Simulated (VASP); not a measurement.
The system is V.

```
V
1.0
    -1.50846    1.50846    1.50846
     1.50846   -1.50846    1.50846
     1.50846    1.50846   -1.50846
V
1
Direct
  0.00000 0.00000 0.00000
```

Base run:

| Property | Result |
| --- | --- |
| Program | VASP 6.6.1 |
| Functional | PBE |
| Potentials or basis | VASP PAW PBE potentials, release 64 (V_sv) |
| Cutoff | 500 eV |
| k mesh | 13 × 13 × 13 |
| Occupations | fermi-dirac, width 0.1 eV |
| Spin | collinear spin, ferromagnetic start |
| Starting moments | [2.0] μB |
| Hubbard terms | V d U = 6.7 eV |

Its results: pressure 60.7 GPa; net moment 2.38 μB per cell; site moments V +2.22 μB.

Q: The run is repeated on the same cell with these changes: occupations from fermi-dirac, width 0.1 eV to fermi-dirac, width 0.003 eV. What comes out?

A: Pressure 63.0 GPa; net moment 2.45 μB per cell; site moments V +2.28 μB.

Caveats: the U is typed as a test and isn't derived for this compound.
